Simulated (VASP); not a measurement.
Input of a VASP 6.6.1 run:

File POSCAR:

```
NaCl
1.0
    0.0000000000      2.8100000000      2.8100000000
    2.8100000000      0.0000000000      2.8100000000
    2.8100000000      2.8100000000      0.0000000000
Na Cl
1 1
Direct
    0.0000000000      0.0000000000      0.0000000000
    0.5000000000      0.5000000000      0.5000000000
```

Contents of INCAR.step1:

```
SYSTEM = NaCl
ALGO = Normal ; EDIFF = 1E-4
ENCUT = 600 ; GGA = PE
ISMEAR = -1 ; LASPH = .TRUE.
LCHARG = .FALSE. ; LREAL = .FALSE.
LWAVE = .TRUE. ; NELM = 80
PREC = Accurate ; SIGMA = 0.1
```

INCAR.step2

```
SYSTEM = NaCl
ALGO = Normal ; EDIFF = 1E-7
EDIFFG = -0.002 ; ENCUT = 600
IBRION = 2 ; ISIF = 3
ISMEAR = -1 ; ISTART = 1
LASPH = .TRUE. ; LCHARG = .FALSE.
LMIXTAU = .TRUE. ; LREAL = .FALSE.
LWAVE = .FALSE. ; METAGGA = R2SCAN
NELM = 80 ; NSW = 100
PREC = Accurate ; SIGMA = 0.1
```

KPOINTS

```
k-points
0
G
  14 14 14
  0 0 0
```

Potentials or basis: VASP PAW PBE potentials, release 64 (Na_pv, Cl).

Command:

```sh
$ cat potpaw_PBE.64/Na_pv/POTCAR potpaw_PBE.64/Cl/POTCAR > POTCAR
$ cp INCAR.step1 INCAR
$ mpirun -np 1 vasp_std > vasp.out
$ cp INCAR.step2 INCAR
$ mpirun -np 1 vasp_std > vasp.out
```

(1) What does it give for the band gap on the k mesh?

(2) Predict the relaxed volume.

(3) What does it give for the relaxed cell?

(4) Estimate the space group after relaxing (to 0.1 Å).

Results:

(1) 6.02 eV.

(2) 21.88 Å³/atom.

(3) a = 3.956 Å, b = 3.956 Å, c = 3.956 Å, α = 60.00°, β = 60.00°, γ = 60.00°.

(4) Fm-3m (No. 225).

Caveat: the PAW data sets were made with another functional, which shifts forces and pressure a little.
